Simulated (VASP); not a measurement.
Write the native input for VASP 6.6.1 that does the following.

- Task: single point
- Functional: r2SCAN
- Potentials or basis: VASP PAW PBE potentials, release 64 (Ni)
- Cutoff: 520 eV
- k mesh: 14 × 14 × 14
- Occupations: fermi-dirac, width 0.05 eV
- Spin: no spin polarisation
- Dipole correction: no
- Further INCAR settings: ALGO = Normal; EDIFF = 1e-07; NBANDS = 11

The system is Ni.

```
Ni
1.0
     0.00000    1.76795    1.76795
     1.76795    0.00000    1.76795
     1.76795    1.76795    0.00000
Ni
1
Direct
  0.00000 0.00000 0.00000
```

These files were run (other wordings do the same):

POSCAR

```
Ni
1.0
    0.0000000000      1.7679500000      1.7679500000
    1.7679500000      0.0000000000      1.7679500000
    1.7679500000      1.7679500000      0.0000000000
Ni
1
Direct
    0.0000000000      0.0000000000      0.0000000000
```

INCAR.step1

```
SYSTEM = Ni
PREC = Accurate ; ENCUT = 520
ISMEAR = -1 ; SIGMA = 0.05
LREAL = .FALSE. ; LASPH = .TRUE.
NELM = 80 ; NBANDS = 11
GGA = PE ; ALGO = Normal
EDIFF = 1E-4 ; LWAVE = .TRUE.
LCHARG = .FALSE.
```

INCAR.step2

```
SYSTEM = Ni
PREC = Accurate ; ENCUT = 520
EDIFF = 1E-7 ; ISMEAR = -1
SIGMA = 0.05 ; LREAL = .FALSE.
LASPH = .TRUE. ; NELM = 80
ALGO = Normal ; ISIF = 2
LWAVE = .FALSE. ; LCHARG = .TRUE.
METAGGA = R2SCAN ; LMIXTAU = .TRUE.
LELF = .TRUE. ; LVHAR = .TRUE.
NBANDS = 11 ; ISTART = 1
```

KPOINTS

```
Automatic mesh
0
G
  14 14 14
  0 0 0
```

Potentials or basis: VASP PAW PBE potentials, release 64 (Ni).

The run is started by

```sh
$ cat potpaw_PBE.64/Ni/POTCAR > POTCAR
$ cp INCAR.step1 INCAR
$ mpirun -np 1 vasp_std > vasp.out
$ cp INCAR.step2 INCAR
$ mpirun -np 1 vasp_std > vasp.out
```

It gave:

The pressure is -11.6 GPa and the band gap on the k mesh is zero (band 5 reaches 8.92 eV, above the bottom of band 6 at 7.88 eV).

Caveat: the PAW data sets were made with another functional, which shifts forces and pressure a little; the run has no spin polarisation, though such a crystal can be magnetic.

It took 56 s on 1 thread of AMD EPYC 7R13 Processor (Zen 3), with other jobs on the host, peak memory 0.1 GiB.
